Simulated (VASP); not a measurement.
Write the native input for VASP 6.6.1 that does the following.

```yaml
Task: single point
Functional: PBE
Potentials_or_basis: VASP PAW PBE potentials, release 64 (In_d, Sn_d, Te)
Cutoff: 520 eV
k_mesh: 12 × 12 × 6
Occupations: gaussian, width 0.1 eV
Spin: no spin polarisation
Dipole_correction: no
Further_INCAR_settings: ALGO = Fast; EDIFF = 1e-07; NBANDS = 34
```

The structure of In2SnTe2 lies in POSCAR:

```
In2SnTe2
1.0
    5.4177762340      0.0000000000      0.0000000000
   -2.7088881170      4.6919318507      0.0000000000
    0.0000000000      0.0000000000      6.3545634754
In Sn Te
2 1 2
Direct
    0.3333333333      0.6666666667      0.4325139434
    0.6666666667      0.3333333333      0.4325139434
    0.0000000000      0.0000000000      0.2096314789
    0.3333333333      0.6666666667      0.9304708922
    0.6666666667      0.3333333333      0.9304708922
```

The cell was generated, and may not be a known phase.

One way to write it, as run:

INCAR

```
SYSTEM = In2SnTe2
PREC     = Accurate       ! precision mode
ENCUT    = 520            ! plane-wave cutoff, eV
EDIFF    = 1E-7           ! SCF threshold, eV
ISMEAR   = 0              ! smearing method
SIGMA    = 0.1            ! smearing width, eV
LREAL    = .FALSE.        ! projectors in reciprocal space
LASPH    = .TRUE.         ! aspherical terms in the spheres
NELM     = 80             ! most SCF steps
ALGO     = Fast           ! electronic algorithm
ISIF     = 2              ! what is computed and relaxed
LWAVE    = .FALSE.        ! write WAVECAR
LCHARG   = .FALSE.        ! write CHGCAR
GGA      = PE             ! functional
NBANDS   = 34             ! bands
```

KPOINTS

```
Automatic mesh
0
G
  12 12 6
  0 0 0
```

Potentials or basis: VASP PAW PBE potentials, release 64 (In_d, Sn_d, Te).

Launch:

```console
$ cat potpaw_PBE.64/In_d/POTCAR potpaw_PBE.64/Sn_d/POTCAR potpaw_PBE.64/Te/POTCAR > POTCAR
$ mpirun -np 1 vasp_std > vasp.out
```

Results of the run:

The pressure is 0.0 GPa, the largest force is 0.009 eV/Å and the band gap on the k mesh is zero (bands 26 and 27 overlap by 0.56 eV).

Caveat: spin-orbit coupling is left out, which moves the levels of the heavy elements.

It took 3.7 min on 1 thread of Intel(R) Xeon(R) 6975P-C (Granite Rapids), on a shared host, peak memory 0.55 GiB.
